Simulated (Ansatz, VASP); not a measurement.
One calculation of Mo, two programs

```
Mo
1.0
     2.78775    0.00000    0.00000
    -1.39388    2.41426    0.00000
     0.00000    0.00000    9.85032
Mo
4
Direct
  0.00000 0.00000 0.00000
  0.00000 0.00000 0.50000
  0.33333 0.66667 0.25000
  0.66667 0.33333 0.75000
```

Alike in both runs: task single point; functional r2SCAN; k mesh 15 × 15 × 4; occupations fermi-dirac, width 0.1 eV; no spin polarisation.

|  | VASP | Ansatz |
| --- | --- | --- |
| version | VASP 6.6.1 | Ansatz 0.2.0 |
| potentials or method | VASP PAW PBE potentials, release 64 (Mo_sv), cutoff 520 eV | plane waves (500 eV) with PAW, scalar-relativistic |
| valence electrons in the cell | 56 | 56 |

|  | VASP | Ansatz | Ansatz less VASP |
| --- | --- | --- | --- |
| pressure (GPa) | -8.2 | -9.1 | -0.84 |
| traceless stress, the component that is largest in VASP (GPa) | 0.89 | 1.00 | +0.108 |

VASP's potentials were made for PBE, not for r2SCAN. With one functional, cell and mesh, what is left measures potentials, basis and numerics.
